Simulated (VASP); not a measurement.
# Os (P6_3/mmc) in VASP: notebook, part 2 of 2

VASP 6.6.1. Earlier steps stand in the parts before.

**4. Relaxation of cell and atoms, BLYP**

This run uses another cell than the first one, of 13.99 Å³/atom.

INCAR

```
PREC = Accurate
ENCUT = 560
EDIFF = 1E-7
ISMEAR = -1
SIGMA = 0.1
LREAL = False
LASPH = True
NELM = 120
ALGO = Normal
ISIF = 3
LWAVE = False
LCHARG = False
GGA = B5
ALDAX = 1.0
AGGAX = 1.0
AGGAC = 1.0
ALDAC = 0.0
IBRION = 2
NSW = 80
EDIFFG = -0.01
GGA_COMPAT = False
NELMIN = 4
```

KPOINTS

```
Automatic mesh
0
Gamma
  13 13 7
```

POSCAR

```
Os
1.0
    2.7351988376      0.0000000000      0.0000000000
   -1.3675994188      2.3687516778      0.0000000000
    0.0000000000      0.0000000000      4.3190000000
Os
2
Direct
    0.3333333333      0.6666666667      0.2500000000
    0.6666666667      0.3333333333      0.7500000000
```

Potentials or basis: VASP PAW PBE potentials, release 64 (Os_sv_GW).

Started as:

```bash
$ cat potpaw_PBE.64/Os_sv_GW/POTCAR > POTCAR
$ mpirun -np 1 vasp_std > vasp.out
```

OUTCAR:

```text
PREC = Accurate
   ENCUT = 560
   EDIFF = 1E-7
   ISMEAR = -1
   LREAL = False
   LASPH = True
   NELM = 120
   ISIF = 3
   GGA = B5
   IBRION = 2
   NSW = 80
   EDIFFG = -0.01
   NELMIN = 4

 ion  position               nearest neighbor table
   1  0.333  0.667  0.250-   2 2.68   2 2.68   2 2.68   2 2.68   2 2.68   2 2.68
   2  0.667  0.333  0.750-   1 2.68   1 2.68   1 2.68   1 2.68   1 2.68   1 2.68

  LATTYP: Found a hexagonal cell.
 ALAT       =     2.7351988376
 C/A-ratio  =     1.5790442511

  Lattice vectors:

 A1 = (   2.7351988376,   0.0000000000,   0.0000000000)
 A2 = (  -1.3675994188,   2.3687516778,   0.0000000000)
 A3 = (   0.0000000000,   0.0000000000,   4.3190000000)

Analysis of symmetry for initial positions (statically):
=====================================================================
 Subroutine PRICEL returns:
 Original cell was already a primitive cell.

 Routine SETGRP: Setting up the symmetry group for a
 hexagonal supercell.

 Subroutine GETGRP returns: Found 24 space group operations
 (whereof 12 operations were pure point group operations)
 out of a pool of 24 trial point group operations.

The static configuration has the point symmetry D_3d.
 The point group associated with its full space group is D_6h.

Analysis of symmetry for dynamics (positions and initial velocities):
[... 164 lines left out ...]

  FORCE on cell =-STRESS in cart. coord.  units (eV):
  Direction    XX          YY          ZZ          XY          YZ          ZX
  --------------------------------------------------------------------------------------
  -------------------------------------------------------------------------------------
  Total        4.5436545      4.5436545      4.4625892      0.0000000      0.0000000      0.0000000
  in kB      260.1502449    260.1502449    255.5087920      0.0000000      0.0000000      0.0000000
  external PRESSURE =     258.6030939 kB  Pullay stress =       0.0000000 kB
[... 23 lines left out ...]
--------------------------------------- Ionic step        2  -------------------------------------------

 number of electron      32.0000001 magnetization

 E-fermi :   9.1964     XC(G=0): -12.0721

 val. band max:        9.1843601495   @ k =   0.3077   0.1538   0.2857
 cond. band min:       9.2051488231   @ k =   0.3077   0.2308   0.2857
 fundamental gap:      0.0207886737
 Fermi energy:         9.1964158011

 k-point     1 :       0.0000    0.0000    0.0000
  band No.  band energies     occupation
      1     -76.6037      2.00000
      2     -76.5762      2.00000
      3     -36.4028      2.00000
      4     -36.0865      2.00000
      5     -36.0865      2.00000
      6     -36.0213      2.00000
[... 794 lines left out ...]
--------------------------------------- Ionic step        9  -------------------------------------------

 number of electron      31.9999999 magnetization

 Free energy of the ion-electron system (eV)
  ---------------------------------------------------
  ext. energy  EPLUGINS =         0.00000000
  ---------------------------------------------------
  free energy    TOTEN  =       -21.57815983 eV

  energy without entropy =      -21.53570756  energy(sigma->0) =      -21.55693370

 E-fermi :  13.2549     XC(G=0): -13.5258

 val. band max:       13.2422648624   @ k =   0.3077   0.3077   0.2857
 cond. band min:      13.3340817282   @ k =   0.3846   0.2308   0.2857
 fundamental gap:      0.0918168658
 Fermi energy:        13.2549249289

 k-point     1 :       0.0000    0.0000    0.0000
  band No.  band energies     occupation
      1     -72.9055      2.00000
      2     -72.8150      2.00000
      3     -33.0298      2.00000
      4     -32.2634      2.00000
      5     -32.2634      2.00000
      6     -32.1112      2.00000
[... 572 lines left out ...]
  FREE ENERGIE OF THE ION-ELECTRON SYSTEM (eV)
  ---------------------------------------------------
  free  energy   TOTEN  =       -21.5781598329 eV

  energy  without entropy=      -21.5357075594  energy(sigma->0) =      -21.55693370

 reached required accuracy - stopping structural energy minimisation
```

CONTCAR:

```text
Os
   1.00000000000000
     2.7964534132658301    0.0000000000000000    0.0000000000000000
    -1.3982267066329150    2.4217996964271205   -0.0000000000000000
    -0.0000000000000000    0.0000000000000000    4.3981044487061709
  Os
     2
Direct
     0.3333333332999970    0.6666666667000030    0.2500000000000000
     0.6666666667000030    0.3333333332999970    0.7500000000000000

  0.00000000E+00  0.00000000E+00  0.00000000E+00
  0.00000000E+00  0.00000000E+00  0.00000000E+00
```

It took 3 min on 1 thread of Intel Xeon 6975P-C (Granite Rapids), shared host; peak memory 0.19 GiB.

Results:

* Free energy: -21.5782 eV
* Relaxed volume: 14.89 Å³/atom
* Relaxed cell: a = 2.796 Å, b = 2.796 Å, c = 4.398 Å, α = 90.00°, β = 90.00°, γ = 120.00°
* Space group after relaxing (to 0.1 Å): P6_3/mmc (No. 194)
* Pressure after relaxing: 0.0 GPa
* Band gap on the k mesh: zero (bands 16 and 17 overlap by 3.47 eV)

Final structure:
```yaml
crystal:
  lattice:
    - [2.79645, 0.00000, 0.00000]
    - [-1.39823, 2.42180, 0.00000]
    - [0.00000, 0.00000, 4.39810]
  atoms:
    - { symbol: Os, position: [0.33333, 0.66667, 0.25000] }
    - { symbol: Os, position: [0.66667, 0.33333, 0.75000] }
```

Caveat: the PAW data sets were made with another functional, which shifts forces and pressure a little; spin-orbit coupling is left out, which moves the levels of the heavy elements. BLYP gives volumes clearly too large for solids.

**5. Single point, BLYP (13.72 Å³/atom)**

This run uses another cell than the first one, of 13.72 Å³/atom.

INCAR

```
SYSTEM = Os
PREC = Accurate ; ENCUT = 560
EDIFF = 1E-6 ; ISMEAR = -1
SIGMA = 0.1 ; LREAL = .False.
LASPH = .True. ; NELM = 120
ALGO = Normal ; ISIF = 2
LWAVE = .False. ; LCHARG = .False.
GGA = B5 ; ALDAX = 1.0
AGGAX = 1.0 ; AGGAC = 1.0
ALDAC = 0.0 ; NBANDS = 23
GGA_COMPAT = .False.
```

KPOINTS

```
regular mesh
0
Gamma
  21 21 12
  0 0 0
```

POSCAR

```
Os
1.0
    2.7212563437      0.0000000000      0.0000000000
   -1.3606281718      2.3566771238      0.0000000000
    0.0000000000      0.0000000000      4.2777374707
Os
2
Direct
    0.3333333333      0.6666666667      0.2500000000
    0.6666666667      0.3333333333      0.7500000000
```

Potentials or basis: VASP PAW PBE potentials, release 64 (Os_sv_GW).

Started as:

```bash
$ cat potpaw_PBE.64/Os_sv_GW/POTCAR > POTCAR
$ mpirun -np 1 vasp_std > vasp.out
```

OUTCAR:

```text
SYSTEM = Os
   PREC = Accurate
   ENCUT = 560
   EDIFF = 1E-6
   ISMEAR = -1
   LREAL = .False.
   LASPH = .True.
   NELM = 120
   ISIF = 2
   GGA = B5

 ion  position               nearest neighbor table
   1  0.333  0.667  0.250-   2 2.65   2 2.65   2 2.65   2 2.65   2 2.65   2 2.65
   2  0.667  0.333  0.750-   1 2.65   1 2.65   1 2.65   1 2.65   1 2.65   1 2.65

  LATTYP: Found a hexagonal cell.
 ALAT       =     2.7212563437
 C/A-ratio  =     1.5719715199

  Lattice vectors:

 A1 = (   2.7212563437,   0.0000000000,   0.0000000000)
 A2 = (  -1.3606281718,   2.3566771238,   0.0000000000)
 A3 = (   0.0000000000,   0.0000000000,   4.2777374707)

Analysis of symmetry for initial positions (statically):
=====================================================================
 Subroutine PRICEL returns:
 Original cell was already a primitive cell.

 Routine SETGRP: Setting up the symmetry group for a
 hexagonal supercell.

 Subroutine GETGRP returns: Found 24 space group operations
 (whereof 12 operations were pure point group operations)
 out of a pool of 24 trial point group operations.

The static configuration has the point symmetry D_3d.
 The point group associated with its full space group is D_6h.

Analysis of symmetry for dynamics (positions and initial velocities):
=====================================================================
 Subroutine PRICEL returns:
 Original cell was already a primitive cell.

 Routine SETGRP: Setting up the symmetry group for a
 hexagonal supercell.

 Subroutine GETGRP returns: Found 24 space group operations
 (whereof 12 operations were pure point group operations)
 out of a pool of 24 trial point group operations.

The dynamic configuration has the point symmetry D_3d.
 The point group associated with its full space group is D_6h.

 Subroutine INISYM returns: Found 24 space group operations
 (whereof 12 operations are pure point group operations),
 and found     1 'primitive' translations

----------------------------------------------------------------------------------------

                                     Primitive cell

  volume of cell :      27.4337

  direct lattice vectors                    reciprocal lattice vectors
     2.721256344  0.000000000  0.000000000     0.367477324  0.212163132  0.000000000
    -1.360628172  2.356677124  0.000000000     0.000000000  0.424326264  0.000000000
     0.000000000  0.000000000  4.277737471     0.000000000  0.000000000  0.233768436

  length of vectors
     2.721256344  2.721256344  4.277737471     0.424326264  0.424326264  0.233768436

  position of ions in fractional coordinates (direct lattice)
     0.333333333  0.666666667  0.250000000
     0.666666667  0.333333333  0.750000000

  ion indices of the primitive-cell ions
   primitive index   ion index
                 1           1
                 2           2

----------------------------------------------------------------------------------------

 KPOINTS: regular mesh

Automatic generation of k-mesh.
 Grid dimensions read from file:
 generate k-points for:   21   21   12

 Generating k-lattice:

  Cartesian coordinates                     Fractional coordinates (reciprocal lattice)
     0.017498920  0.010103006  0.000000000     0.047619048  0.000000000  0.000000000
     0.000000000  0.020206013  0.000000000     0.000000000  0.047619048  0.000000000
     0.000000000  0.000000000  0.019480703     0.000000000  0.000000000  0.083333333

  Length of vectors
     0.020206013  0.020206013  0.019480703

  Shift w.r.t. Gamma in fractional coordinates (k-lattice)
     0.000000000  0.000000000  0.000000000

 Subroutine IBZKPT returns following result:
 ===========================================

 Found    336 irreducible k-points:

 Following reciprocal coordinates:
            Coordinates               Weight
  0.000000  0.000000  0.000000      1.000000
  0.047619 -0.000000  0.000000      6.000000
  0.095238  0.000000  0.000000      6.000000
  0.142857  0.000000  0.000000      6.000000
  0.190476  0.000000  0.000000      6.000000
  0.238095  0.000000  0.000000      6.000000
[... 16 lines left out ...]
  0.142857  0.095238  0.000000     12.000000
  0.190476  0.095238  0.000000     12.000000
 [... further k-points ...]
   k-points           NKPTS =    336   k-points in BZ     NKDIM =    336   number of bands    NBANDS=     23
   number of dos      NEDOS =    301   number of ions     NIONS =      2
   total plane-waves  NPLWV =  20736
   dimension x,y,z NGX =    24 NGY =   24 NGZ =   36
   dimension x,y,z NGXF=    48 NGYF=   48 NGZF=   72
   ions per type =               2
   NGX,Y,Z   is equivalent  to a cutoff of  14.66, 14.66, 13.99 a.u.
   NGXF,Y,Z  is equivalent  to a cutoff of  29.32, 29.32, 27.98 a.u.
 SYSTEM =  Os
   PREC   = accura    normal or accurate (medium, high low for compatibility)
   ISTART =      0    job   : 0-new  1-cont  2-samecut
   ICHARG =      2    charge: 1-file 2-atom 10-const
   ISPIN  =      1    spin polarized calculation?
   LNONCOLLINEAR =      F non collinear calculations
   LSORBIT =      F    spin-orbit coupling
   LASPH  =      T    aspherical Exc in radial PAW
   ENCUT  =  560.0 eV  41.16 Ry    6.42 a.u.   5.25  5.25  8.25*2*pi/ulx,y,z
   NELM   =    120;   NELMIN=  2; NELMDL= -5     # of ELM steps
   EDIFF  = 0.1E-05   stopping-criterion for ELM
   LREAL  =      F    real-space projection
   EDIFFG = 0.1E-04   stopping-criterion for IOM
   NSW    =      0    number of steps for IOM
   IBRION =     -1    ionic relax: 0-MD 1-quasi-New 2-CG
   NFREE  =      0    steps in history (QN), initial steepest desc. (CG)
   ISIF   =      2    stress and relaxation
   ISYM   =      2    0-nonsym 1-usesym 2-fastsym
   POTIM  = 0.5000    time-step for ionic-motion
   TEBEG  =    0.0;   TEEND  =   0.0 temperature during run
   PSTRESS=    0.0 pullay stress
   NELECT =      32.0000    total number of electrons
   NUPDOWN=      -1.0000    fix difference up-down
   EMIN   =  10.00;   EMAX   =-10.00  energy-range for DOS
   EFERMI =   0.00;   METHOD = LEGACY
   ISMEAR =    -1;   SIGMA  =   0.10  broadening in eV -4-tet -1-fermi 0-gaus
   EFERMI_NEDOS =   21; number of points for ismear=-14 and -15
   IALGO  =     38    algorithm
   IMIX   =      4    mixing-type and parameters
     AMIX     =   0.40;   BMIX     =  1.00
     AMIX_MAG =   1.60;   BMIX_MAG =  1.00
  volume/ion in A,a.u.               =      13.72        92.57
  Fermi-wavevector in a.u.,A,eV,Ry     =   1.723311  3.256585 40.406582  2.969800
  Thomas-Fermi vector in A             =   2.799211
   LORBIT       =      0    0 simple, 1 ext, 2 COOP (PROOUT), +10 PAW based schemes
   GGA     = B5    functional components
   LHFCALC =     F    Hartree Fock is set to
   AEXX    =    0.0000 exact exchange contribution
   IVDW    =     0    specifies the selected vdW correction
   LEPSILON=     F    determine dielectric tensor
   LRPA    =     F    only Hartree local field effects (RPA)
 non-spin polarized calculation
  energy-cutoff  :      560.00
  volume of cell :       27.43
 maximum number of plane-waves:       844
 NGX is ok and might be reduce to    24
   NGX = 11   NGY = 11   NGZ = 17

 number of electron      32.0000000 magnetization

 Free energy of the ion-electron system (eV)
  ---------------------------------------------------
  ext. energy  EPLUGINS =         0.00000000
  ---------------------------------------------------
  free energy    TOTEN  =       -21.32710354 eV

  energy without entropy =      -21.28608905  energy(sigma->0) =      -21.30659630

 E-fermi :  14.7713     XC(G=0): -14.0305

 val. band max:       14.7608399079   @ k =   0.2381   0.0476   0.0833
 cond. band min:      14.7717774489   @ k =   0.2381   0.0952   0.0833
 fundamental gap:      0.0109375411
 Fermi energy:        14.7713314769

 k-point     1 :       0.0000    0.0000    0.0000
  band No.  band energies     occupation
      1     -71.4829      2.00000
      2     -71.3503      2.00000
      3     -31.7956      2.00000
      4     -30.7792      2.00000
      5     -30.7792      2.00000
      6     -30.5814      2.00000
[... 15 lines left out ...]
     22      28.3793      0.00000
     23      30.8315      0.00000
[... 575 lines left out ...]
      1     -71.4334      2.00000
      2     -71.3350      2.00000
      3     -31.5799      2.00000
      4     -31.1530      2.00000
      5     -31.0453      2.00000
      6     -30.8720      2.00000
[... 15 lines left out ...]
     22      29.4433      0.00000
     23      30.6229      0.00000

 [... further k-points ...]

------------------------ aborting loop because EDIFF is reached ----------------------------------------

  FORCE on cell =-STRESS in cart. coord.  units (eV):
  Direction    XX          YY          ZZ          XY          YZ          ZX
  --------------------------------------------------------------------------------------
  -------------------------------------------------------------------------------------
  Total        5.8978178      5.8978178      6.5830756      0.0000000      0.0000000     -0.0000000
  in kB      344.4437176    344.4437176    384.4640690      0.0000000      0.0000000     -0.0000000
  external PRESSURE =     357.7838348 kB  Pullay stress =       0.0000000 kB

 VOLUME and BASIS-vectors are now :
 -----------------------------------------------------------------------------
  energy-cutoff  :      560.00
  volume of cell :       27.43
      direct lattice vectors                 reciprocal lattice vectors
     2.721256344  0.000000000  0.000000000     0.367477324  0.212163132  0.000000000
    -1.360628172  2.356677124  0.000000000     0.000000000  0.424326264  0.000000000
     0.000000000  0.000000000  4.277737471     0.000000000  0.000000000  0.233768436

 POSITION                                       TOTAL-FORCE (eV/Angst)
 -----------------------------------------------------------------------------------
     -0.00000      1.57112      1.06943        -0.000000     -0.000000      0.000000
      1.36063      0.78556      3.20830         0.000000      0.000000      0.000000
 -----------------------------------------------------------------------------------
    total drift:                               -0.000000      0.000000     -0.000000

  FREE ENERGIE OF THE ION-ELECTRON SYSTEM (eV)
  ---------------------------------------------------
  free  energy   TOTEN  =       -21.3271035387 eV

  energy  without entropy=      -21.2860890519  energy(sigma->0) =      -21.30659630
```

OSZICAR:

```text
N       E                     dE             d eps       ncg     rms          rms(c)
DAV:   1     0.328220940761E+03    0.32822E+03   -0.23697E+04 15896   0.158E+03
DAV:   2    -0.131001526664E+02   -0.34132E+03   -0.32644E+03 18606   0.483E+02
DAV:   3    -0.233681573623E+02   -0.10268E+02   -0.10197E+02 18844   0.811E+01
DAV:   4    -0.234057858915E+02   -0.37629E-01   -0.37621E-01 17019   0.554E+00
DAV:   5    -0.234059139102E+02   -0.12802E-03   -0.12801E-03 19093   0.294E-01    0.130E+02
DAV:   6    -0.215568799980E+02    0.18490E+01   -0.29806E+00 17171   0.132E+01    0.695E+01
DAV:   7    -0.213630538599E+02    0.19383E+00   -0.13871E+00 18536   0.857E+00    0.120E+01
DAV:   8    -0.213275454187E+02    0.35508E-01   -0.13312E-01 16884   0.321E+00    0.121E+00
DAV:   9    -0.213272074317E+02    0.33799E-03   -0.23435E-03 18719   0.367E-01    0.663E-01
DAV:  10    -0.213270967388E+02    0.11069E-03   -0.18785E-04 16667   0.154E-01    0.452E-01
DAV:  11    -0.213271033307E+02   -0.65918E-05   -0.43751E-06 15884   0.220E-02    0.249E-02
DAV:  12    -0.213271035387E+02   -0.20807E-06   -0.13978E-07  9961   0.335E-03
   1 F= -.21327104E+02 E0= -.21306596E+02  d E =-.410145E-01
```

Run time: 1.7 min. Hardware: 1 thread of AMD EPYC 9R45 (Zen 5), shared host; peak memory 0.29 GiB.

Results:

```yaml
Free_energy: -21.3271 eV
Pressure: 35.8 GPa
Band_gap_on_the_k_mesh: zero (bands 16 and 17 overlap by 4.02 eV)
```

Caveat: the cell stands under pressure; the PAW data sets were made with another functional, which shifts forces and pressure a little; spin-orbit coupling is left out, which moves the levels of the heavy elements.

**6. Overview**

```tsv
task	cell	k mesh	gap on the mesh (eV)	pressure (GPa)
single point	a = 2.798, b = 2.798, c = 4.398 Å, angles 90.0, 90.0, 120.0°, 2 atoms	13 × 13 × 7	none	0.1
single point	a = 2.760, b = 2.760, c = 4.339 Å, angles 90.0, 90.0, 120.0°, 2 atoms	21 × 21 × 12	none	15.8
relaxation of cell and atoms	relaxed from a = 2.735, b = 2.735, c = 4.319 Å, angles 90.0, 90.0, 120.0°, 2 atoms	13 × 13 × 7	none	0.0
single point	a = 2.721, b = 2.721, c = 4.278 Å, angles 90.0, 90.0, 120.0°, 2 atoms	21 × 21 × 12	none	35.8
```

Alike in all rows: level BLYP; potentials or basis VASP PAW PBE potentials, release 64 (Os_sv_GW); no spin polarisation; cutoff (eV) 560; smearing fermi-dirac 0.1 eV.

Caveats: the PAW data sets were made with another functional, which shifts forces and pressure a little; spin-orbit coupling is left out, which moves the levels of the heavy elements; the cell stands under pressure (at least some runs).

Absolute energies hang on the potentials; compare differences alone.

The gap in the log of VASP goes by the Fermi energy; the results here count the filled bands.